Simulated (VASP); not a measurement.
GaN, 4 atoms in the cell. It takes space group Cmc2_1 (No. 36, orthorhombic). The conventional cell has a = 3.168 Å, b = 5.432 Å, c = 5.138 Å, α = 90.00°, β = 90.00°, γ = 90.00°. Ga (site symmetry m) has 4 N at 1.93 Å within 2.6 Å. N (site symmetry m) has 4 Ga at 1.93 Å within 2.6 Å. 

- Program: VASP 6.6.1
- Task: vibrations by perturbation theory
- Functional: LDA
- Potentials or basis: VASP PAW LDA potentials, release 64 (Ga_d, N)
- Cutoff: 520 eV
- k mesh: 8 × 8 × 5
- Occupations: gaussian, width 0.01 eV
- Spin: no spin polarisation
- Dipole correction: no
- Further INCAR settings: ALGO = Normal; EDIFF = 1e-08; NBANDS = 26; IBRION = 8; NSW = 1

Potentials or basis: VASP PAW LDA potentials, release 64 (Ga_d, N).

Command:

```bash
$ cat potpaw_LDA.64/Ga_d/POTCAR potpaw_LDA.64/N/POTCAR > POTCAR
$ mpirun -np 1 vasp_std > vasp.out
```

Hardware: 1 thread of Intel Xeon 8259CL, with other jobs on the host.

Task: How long does it take, and how much memory?

Result: Wall time 43 min on 1 thread of Intel Xeon 8259CL (shared host), peak memory 0.55 GiB. Counts: scf iterations 213, k points 63.
